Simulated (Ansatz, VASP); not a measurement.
## SiC: VASP beside Ansatz

Contents of INCAR:

```
PREC     = Accurate       # precision mode
ENCUT    = 520            # plane-wave cutoff, eV
EDIFF    = 1E-7           # SCF threshold, eV
ISMEAR   = -1             # smearing method
SIGMA    = 0.02           # smearing width, eV
LREAL    = F              # projectors in reciprocal space
LASPH    = T              # aspherical terms in the spheres
NELM     = 80             # most SCF steps
ALGO     = Normal         # electronic algorithm
ISIF     = 2              # what is computed and relaxed
LWAVE    = F              # write WAVECAR
LCHARG   = F              # write CHGCAR
GGA      = PE             # functional
NBANDS   = 11             # bands
```

KPOINTS

```
Automatic mesh
0
Gamma
  10 10 10
```

Contents of POSCAR:

```
SiC
1.0
    0.0000000000      2.2216133981      2.1493611453
    2.2216133981      0.0000000000      2.1493611453
    2.2216133981      2.2216133981      0.0000000000
Si C
1 1
Direct
    0.0000000000      0.0000000000      0.0000000000
    0.2500000000      0.2500000000      0.2500000000
```

Input for Ansatz:

```yaml
crystal:
  lattice:
    - [0.0, 2.2216133981, 2.1493611453]
    - [2.2216133981, 0.0, 2.1493611453]
    - [2.2216133981, 2.2216133981, 0.0]
  atoms:
    - { symbol: Si, position: [0.0, 0.0, 0.0] }
    - { symbol: C, position: [0.25, 0.25, 0.25] }
kpoints:
  mp_grid: { grid: [10, 10, 10] }
  band_path:
    path:
      - [0.0, 0.0, 0.0]
      - [-0.5, -0.5, 0.0]
      - [-0.375, -0.375, 0.25]
      - [-0.375, 0.0, 0.375]
      - [0.0, 0.0, 0.5]
      - [-0.5, -0.25, 0.25]
    npoints: 1
hamiltonian:
  xc: pbe
scf:
  occupations: { method: fermi_dirac, width: 0.02 }
  n_extra_bands: 4
output:
  forces: true
  stress: true
  eigenvalues: true
  write_density: true
  write_potential: true
  elf: true
  volumetric_format: npy
```

Change from the starting cell: epitaxial_xy strain +2.0%.

Alike in both runs: task single point; functional PBE; k mesh 10 × 10 × 10; occupations fermi-dirac, width 0.02 eV; no spin polarisation.

|  | VASP | Ansatz |
| --- | --- | --- |
| version | VASP 6.6.1 | Ansatz 0.2.0 |
| potentials or method | VASP PAW PBE potentials, release 64 (Si, C) | plane waves, PAW |
| plane-wave cutoff (eV) | 520 | 420 |
| valence electrons in the cell | 8 | 8 |

|  | VASP | Ansatz | Ansatz less VASP |
| --- | --- | --- | --- |
| gap on the k mesh at the Fermi level (eV) | 1.05 | 1.05 | +0.002 |
| pressure (GPa) | -2.2 | -2.2 | +0.05 |
| traceless stress, the component that is largest in VASP (GPa) | 5.27 | 5.26 | -0.013 |
